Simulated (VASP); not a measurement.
# MnO2 (R-3m) in VASP: notebook

Runs on MnO2. Level: PBE+U. Tasks: single point.

Program: VASP 6.6.1. These are calculated values, not measurements. Logs are shortened: lines on timing, memory, paths and dates and some standing lists are left out, and cuts for length are marked.

## (1) The cell of the first run

Symmetry: R-3m, No. 166, trigonal system. Conventional cell: a = 2.894 Å, b = 2.894 Å, c = 13.933 Å, α = 90.00°, β = 90.00°, γ = 120.00°. Mn (site symmetry -3m) has 6 O at 1.93 Å within 2.6 Å. O (site symmetry 3m) has 3 Mn at 1.93 Å and 3 O at 2.55 Å within 2.6 Å.

## (2) Single point, PBE+U

INCAR

```
PREC = Accurate
ENCUT = 520
EDIFF = 1E-6
ISMEAR = 0
SIGMA = 0.02
LREAL = False
LASPH = True
NELM = 150
ALGO = Normal
ISIF = 2
LWAVE = False
LCHARG = True
LMAXMIX = 4
LDAU = True
LDAUTYPE = 2
LDAUL = 2 -1
LDAUU = 3.9 0
LDAUJ = 0 0
LDAUPRINT = 1
GGA = PE
LELF = True
LVHAR = True
NBANDS = 20
```

KPOINTS

```
Automatic mesh
0
Gamma
  12 12 12
```

POSCAR

```
MnO2
1.0
    1.4472321903      0.8355598946      4.6442533328
   -1.4472321903      0.8355598946      4.6442533328
    0.0000000000     -1.6711197893      4.6442533328
Mn O
1 2
Direct
    0.0000000000      0.0000000000      0.0000000000
    0.2643644900      0.2643644900      0.2643644900
    0.7356355100      0.7356355100      0.7356355100
```

Potentials or basis: VASP PAW PBE potentials, release 64 (Mn_pv, O).

The run is started by

```console
> cat potpaw_PBE.64/Mn_pv/POTCAR potpaw_PBE.64/O/POTCAR > POTCAR
> mpirun -np 1 vasp_std > vasp.out
```

OUTCAR:

```text
PREC = Accurate
   ENCUT = 520
   EDIFF = 1E-6
   ISMEAR = 0
   LREAL = False
   LASPH = True
   NELM = 150
   ISIF = 2
   GGA = PE

 ion  position               nearest neighbor table
   1  0.000  0.000  0.000-   3 1.93   2 1.93   3 1.93   3 1.93   2 1.93   2 1.93
   2  0.264  0.264  0.264-   1 1.93   1 1.93   1 1.93
   3  0.736  0.736  0.736-   1 1.93   1 1.93   1 1.93

  LATTYP: Found a trigonal (rhomboedric) cell.
 ALAT       =     4.9357603638
 COS(alpha) =     0.8280515398

  Lattice vectors:

 A1 = (   1.4472321903,   0.8355598946,   4.6442533328)
 A2 = (  -1.4472321903,   0.8355598946,   4.6442533328)
 A3 = (   0.0000000000,  -1.6711197893,   4.6442533328)

Analysis of symmetry for initial positions (statically):
=====================================================================
 Subroutine PRICEL returns:
 Original cell was already a primitive cell.

 Routine SETGRP: Setting up the symmetry group for a
 trigonal (rhombohedral) supercell.

 Subroutine GETGRP returns: Found 12 space group operations
 (whereof 12 operations were pure point group operations)
 out of a pool of 12 trial point group operations.

The static configuration has the point symmetry D_3d.

Analysis of symmetry for dynamics (positions and initial velocities):
=====================================================================
 Subroutine PRICEL returns:
 Original cell was already a primitive cell.

 Routine SETGRP: Setting up the symmetry group for a
 trigonal (rhombohedral) supercell.

 Subroutine GETGRP returns: Found 12 space group operations
 (whereof 12 operations were pure point group operations)
 out of a pool of 12 trial point group operations.

The dynamic configuration has the point symmetry D_3d.

 Subroutine INISYM returns: Found 12 space group operations
 (whereof 12 operations are pure point group operations),
 and found     1 'primitive' translations

----------------------------------------------------------------------------------------

                                     Primitive cell

  volume of cell :      33.6964

  direct lattice vectors                    reciprocal lattice vectors
     1.447232190  0.835559895  4.644253333     0.345487064  0.199467049  0.071773288
    -1.447232190  0.835559895  4.644253333    -0.345487064  0.199467049  0.071773288
     0.000000000 -1.671119789  4.644253333     0.000000000 -0.398934099  0.071773288

  length of vectors
     4.935760364  4.935760364  4.935760364     0.405339142  0.405339142  0.405339142

  position of ions in fractional coordinates (direct lattice)
     0.000000000  0.000000000  0.000000000
     0.264364490  0.264364490  0.264364490
     0.735635510  0.735635510  0.735635510

  ion indices of the primitive-cell ions
   primitive index   ion index
                 1           1
                 2           2
                 3           3

----------------------------------------------------------------------------------------

 KPOINTS: Automatic mesh

Automatic generation of k-mesh.
 Grid dimensions read from file:
 generate k-points for:   12   12   12

 Generating k-lattice:

  Cartesian coordinates                     Fractional coordinates (reciprocal lattice)
     0.028790589  0.016622254  0.005981107     0.083333333 -0.000000000 -0.000000000
    -0.028790589  0.016622254  0.005981107    -0.000000000  0.083333333 -0.000000000
     0.000000000 -0.033244508  0.005981107    -0.000000000 -0.000000000  0.083333333

  Length of vectors
     0.033778262  0.033778262  0.033778262

  Shift w.r.t. Gamma in fractional coordinates (k-lattice)
     0.000000000  0.000000000  0.000000000

[... 39 lines left out ...]
   NGXF,Y,Z  is equivalent  to a cutoff of  26.95, 26.95, 26.95 a.u.
 SYSTEM =  unknown system
   PREC   = accura    normal or accurate (medium, high low for compatibility)
   ISTART =      0    job   : 0-new  1-cont  2-samecut
   ICHARG =      2    charge: 1-file 2-atom 10-const
   ISPIN  =      1    spin polarized calculation?
   LNONCOLLINEAR =      F non collinear calculations
   LSORBIT =      F    spin-orbit coupling
   LASPH  =      T    aspherical Exc in radial PAW
   ENCUT  =  520.0 eV  38.22 Ry    6.18 a.u.   9.18  9.18  9.18*2*pi/ulx,y,z
   NELM   =    150;   NELMIN=  2; NELMDL= -5     # of ELM steps
   EDIFF  = 0.1E-05   stopping-criterion for ELM
   LREAL  =      F    real-space projection
   EDIFFG = 0.1E-04   stopping-criterion for IOM
   NSW    =      0    number of steps for IOM
   IBRION =     -1    ionic relax: 0-MD 1-quasi-New 2-CG
   NFREE  =      0    steps in history (QN), initial steepest desc. (CG)
   ISIF   =      2    stress and relaxation
   ISYM   =      2    0-nonsym 1-usesym 2-fastsym
   POTIM  = 0.5000    time-step for ionic-motion
   TEBEG  =    0.0;   TEEND  =   0.0 temperature during run
   PSTRESS=    0.0 pullay stress
   NELECT =      25.0000    total number of electrons
   NUPDOWN=      -1.0000    fix difference up-down
   EMIN   =  10.00;   EMAX   =-10.00  energy-range for DOS
   EFERMI =   0.00;   METHOD = LEGACY
   ISMEAR =     0;   SIGMA  =   0.02  broadening in eV -4-tet -1-fermi 0-gaus
   EFERMI_NEDOS =   21; number of points for ismear=-14 and -15
   IALGO  =     38    algorithm
   IMIX   =      4    mixing-type and parameters
     AMIX     =   0.40;   BMIX     =  1.00
     AMIX_MAG =   1.60;   BMIX_MAG =  1.00
  volume/ion in A,a.u.               =      11.23        75.80
  Fermi-wavevector in a.u.,A,eV,Ry     =   1.482042  2.800653 29.884497  2.196449
  Thomas-Fermi vector in A             =   2.595877
   LORBIT       =      0    0 simple, 1 ext, 2 COOP (PROOUT), +10 PAW based schemes
 LDA+U is selected, type is set to LDAUTYPE =  2
   angular momentum for each species LDAUL =     2   -1
   U (eV)           for each species LDAUU =   3.9  0.0
   J (eV)           for each species LDAUJ =   0.0  0.0
   GGA     = PE    functional components
   LHFCALC =     F    Hartree Fock is set to
   AEXX    =    0.0000 exact exchange contribution
   IVDW    =     0    specifies the selected vdW correction
   LEPSILON=     F    determine dielectric tensor
   LRPA    =     F    only Hartree local field effects (RPA)
 non-spin polarized calculation
 Gauss-broadening in eV      SIGMA  =   0.02
  energy-cutoff  :      520.00
  volume of cell :       33.70
 maximum number of plane-waves:       936
 NGX is ok and might be reduce to    40
   NGX = 19   NGY = 19   NGZ = 19

atom =   1  type =  1  l = 2

 onsite density matrix

spin component  1

  0.4779  0.0000 -0.0000 -0.0431 -0.0000
  0.0000  0.3818 -0.0000  0.0000 -0.0431
 -0.0000 -0.0000  0.7956 -0.0000 -0.0000
 -0.0431  0.0000 -0.0000  0.3818  0.0000
 -0.0000 -0.0431 -0.0000  0.0000  0.4779

spin component  2

  0.4779  0.0000 -0.0000 -0.0431 -0.0000
  0.0000  0.3818 -0.0000  0.0000 -0.0431
 -0.0000 -0.0000  0.7956 -0.0000 -0.0000
 -0.0431  0.0000 -0.0000  0.3818  0.0000
 -0.0000 -0.0431 -0.0000  0.0000  0.4779

 occupancies and eigenvectors

  o =  0.3653  v =  0.0000 -0.9339 -0.0000  0.0000 -0.3574  0.0000  0.0000  0.0000  0.0000  0.0000      0.0000  0.0000  0.0000  0.0000  0.0000  0.0000  0.0000  0.0000  0.0000  0.0000
  o =  0.3653  v =  0.0000  0.0000  0.0000  0.0000  0.0000  0.0000 -0.9339 -0.0000  0.0000 -0.3574      0.0000  0.0000  0.0000  0.0000  0.0000  0.0000  0.0000  0.0000  0.0000  0.0000
  o =  0.3653  v = -0.3574 -0.0000 -0.0000 -0.9339 -0.0000  0.0000  0.0000  0.0000  0.0000  0.0000      0.0000  0.0000  0.0000  0.0000  0.0000  0.0000  0.0000  0.0000  0.0000  0.0000
  o =  0.3653  v =  0.0000  0.0000  0.0000  0.0000  0.0000 -0.3574 -0.0000 -0.0000 -0.9339 -0.0000      0.0000  0.0000  0.0000  0.0000  0.0000  0.0000  0.0000  0.0000  0.0000  0.0000
  o =  0.4944  v =  0.0000  0.0000  0.0000  0.0000  0.0000  0.0000 -0.3574  0.0000 -0.0000  0.9339      0.0000  0.0000  0.0000  0.0000  0.0000  0.0000  0.0000  0.0000  0.0000  0.0000
  o =  0.4944  v =  0.0000 -0.3574  0.0000 -0.0000  0.9339  0.0000  0.0000  0.0000  0.0000  0.0000      0.0000  0.0000  0.0000  0.0000  0.0000  0.0000  0.0000  0.0000  0.0000  0.0000
  o =  0.4944  v =  0.0000  0.0000  0.0000  0.0000  0.0000 -0.9339 -0.0000  0.0000  0.3574  0.0000      0.0000  0.0000  0.0000  0.0000  0.0000  0.0000  0.0000  0.0000  0.0000  0.0000
  o =  0.4944  v = -0.9339 -0.0000  0.0000  0.3574  0.0000  0.0000  0.0000  0.0000  0.0000  0.0000      0.0000  0.0000  0.0000  0.0000  0.0000  0.0000  0.0000  0.0000  0.0000  0.0000
  o =  0.7956  v =  0.0000  0.0000  0.0000  0.0000  0.0000  0.0000  0.0000 -1.0000  0.0000  0.0000      0.0000  0.0000  0.0000  0.0000  0.0000  0.0000  0.0000  0.0000  0.0000  0.0000
  o =  0.7956  v =  0.0000  0.0000 -1.0000  0.0000  0.0000  0.0000  0.0000  0.0000  0.0000  0.0000      0.0000  0.0000  0.0000  0.0000  0.0000  0.0000  0.0000  0.0000  0.0000  0.0000

 number of electron      24.9999999 magnetization

 Free energy of the ion-electron system (eV)
  ---------------------------------------------------
  ext. energy  EPLUGINS =         0.00000000
  ---------------------------------------------------
  free energy    TOTEN  =       -17.83949155 eV

  energy without entropy =      -17.83840846  energy(sigma->0) =      -17.83895000

 E-fermi :   2.9252     XC(G=0): -10.6489

 val. band max:        2.9205731070   @ k =  -0.2500  -0.4167   0.1667
 cond. band min:       2.9277490471   @ k =   0.3333   0.3333   0.1667
 fundamental gap:      0.0071759401
 Fermi energy:         2.9252249059

 k-point     1 :       0.0000    0.0000    0.0000
  band No.  band energies     occupation
      1     -45.8819      2.00000
      2     -45.8819      2.00000
      3     -45.1986      2.00000
      4     -16.5753      2.00000
      5     -14.4644      2.00000
      6      -3.0898      2.00000
[... 541 lines left out ...]
     19      17.0787      0.00000
     20      18.6047      0.00000

 [... further k-points ...]

------------------------ aborting loop because EDIFF is reached ----------------------------------------

  FORCE on cell =-STRESS in cart. coord.  units (eV):
  Direction    XX          YY          ZZ          XY          YZ          ZX
  --------------------------------------------------------------------------------------
  -------------------------------------------------------------------------------------
  Total       -2.1424830     -2.1424830     -0.9794112      0.0000000      0.0000000      0.0000000
  in kB     -101.8696968   -101.8696968    -46.5685466      0.0000000      0.0000000      0.0000000
  external PRESSURE =     -83.4359801 kB  Pullay stress =       0.0000000 kB

 VOLUME and BASIS-vectors are now :
 -----------------------------------------------------------------------------
  energy-cutoff  :      520.00
  volume of cell :       33.70
      direct lattice vectors                 reciprocal lattice vectors
     1.447232190  0.835559895  4.644253333     0.345487064  0.199467049  0.071773288
    -1.447232190  0.835559895  4.644253333    -0.345487064  0.199467049  0.071773288
     0.000000000 -1.671119789  4.644253333     0.000000000 -0.398934099  0.071773288

 POSITION                                       TOTAL-FORCE (eV/Angst)
 -----------------------------------------------------------------------------------
      0.00000      0.00000      0.00000         0.000000     -0.000000      0.000000
      0.00000     -0.00000      3.68333         0.000000     -0.000000      0.706811
      0.00000     -0.00000     10.24943         0.000000      0.000000     -0.706811
 -----------------------------------------------------------------------------------
    total drift:                               -0.000000     -0.000000      0.000000

  FREE ENERGIE OF THE ION-ELECTRON SYSTEM (eV)
  ---------------------------------------------------
  free  energy   TOTEN  =       -17.8394915480 eV

  energy  without entropy=      -17.8384084556  energy(sigma->0) =      -17.83895000
```

It took 16 min on 1 thread of Intel Xeon Platinum 8488C (Sapphire Rapids), shared host; peak memory 0.32 GiB.

Results:

| Quantity | Value |
| --- | --- |
| Free energy | -17.8395 eV |
| Pressure | -8.3 GPa |
| Largest force | 0.707 eV/Å |
| Band gap on the k mesh | zero (an odd number of electrons rules out a gap without spin polarisation) |

Forces in eV/Å, atoms in the order of the input:
```
Mn   0.000  0.000  0.000
O    0.000  0.000  0.707
O    0.000  0.000 -0.707
```

Stress tensor (GPa, compression positive):
```
-10.19   0.00   0.00
  0.00 -10.19   0.00
  0.00   0.00  -4.66
```

Eigenvalues of the final occupation matrices:
| site | spin | trace | eigenvalues |
| --- | --- | --- | --- |
| site 1 d | 1 | 2.52 | 0.37 0.37 0.49 0.49 0.80 |
| site 1 d | 2 | 2.52 | 0.37 0.37 0.49 0.49 0.80 |

Caveat: the cell stands under tension; an odd number of electrons without spin polarisation forces a metal; a magnetic or distorted state may lie lower; the run has no spin polarisation, though such a crystal can be magnetic; U without spin polarisation on a metal has little footing. Spin polarisation is off, so any magnetic state and its effect on volume and gap are missing.

## (3) Single point, PBE+U

This run uses another cell than the first one, of 11.88 Å³/atom.

INCAR

```
SYSTEM = MnO2
PREC = Accurate
ENCUT = 520
EDIFF = 1E-6
ISMEAR = 0
SIGMA = 0.02
LREAL = .False.
LASPH = .True.
NELM = 150
ALGO = Normal
ISIF = 2
LWAVE = .False.
LCHARG = .False.
LMAXMIX = 4
LDAU = .True.
LDAUTYPE = 2
LDAUL = 2 -1
LDAUU = 3.9 0
LDAUJ = 0 0
LDAUPRINT = 1
GGA = PE
NBANDS = 20
```

KPOINTS

```
regular mesh
0
Gamma
  12 12 12
  0 0 0
```

POSCAR

```
MnO2
1.0
    1.4745448809      0.8513288839      4.7319013657
   -1.4745448809      0.8513288839      4.7319013657
    0.0000000000     -1.7026577679      4.7319013657
Mn O
1 2
Direct
    0.0000000000      0.0000000000      0.0000000000
    0.2643644900      0.2643644900      0.2643644900
    0.7356355100      0.7356355100      0.7356355100
```

Potentials or basis: VASP PAW PBE potentials, release 64 (Mn_pv, O).

The run is started by

```console
> cat potpaw_PBE.64/Mn_pv/POTCAR potpaw_PBE.64/O/POTCAR > POTCAR
> mpirun -np 1 vasp_std > vasp.out
```

Wall time 3.6 min (1 thread of Intel Xeon Platinum 8488C (Sapphire Rapids), shared host); peak memory 0.32 GiB.

Results (log left out):

```yaml
Free_energy: -18.0717 eV
Pressure: -13.4 GPa
Largest_force: 1.047 eV/Å
Band_gap_on_the_k_mesh: zero (an odd number of electrons rules out a gap without spin polarisation)
```

Forces in eV/Å, atoms in the order of the input:
```
Mn   0.000  0.000  0.000
O    0.000  0.000  1.047
O    0.000  0.000 -1.047
```

Stress tensor (GPa, compression positive):
```
-15.89   0.00   0.00
  0.00 -15.89   0.00
  0.00   0.00  -8.30
```

Levels at points of the mesh, in eV from the Fermi level:
```tsv
k point	band 9	band 10	band 11	band 12	band 13	band 14	band 15	band 16	band 17	band 18
(0.00, 0.00, 0.00)	-1.44	-1.44	-0.90	-0.90	-0.59	1.97	3.88	3.88	7.08	10.51
(0.50, 0.00, 0.00)	-2.79	-2.16	-1.62	-0.33	-0.29	1.12	3.22	3.48	12.10	13.13
(0.50, 0.50, 0.00)	-2.31	-2.25	-1.36	-0.44	-0.32	1.09	3.35	3.55	11.24	12.50
(0.50, 0.50, 0.50)	-1.75	-1.44	-1.44	-0.94	-0.94	2.00	3.91	3.91	9.20	9.24
```

Eigenvalues of the final occupation matrices:
```tsv
site	spin	trace	eigenvalues
site 1 d	1	2.46	0.13 0.37 0.37 0.80 0.80
site 1 d	2	2.46	0.13 0.37 0.37 0.80 0.80
```

Caveat: the cell stands under tension; an odd number of electrons without spin polarisation forces a metal; a magnetic or distorted state may lie lower; the run has no spin polarisation, though such a crystal can be magnetic; U without spin polarisation on a metal has little footing.
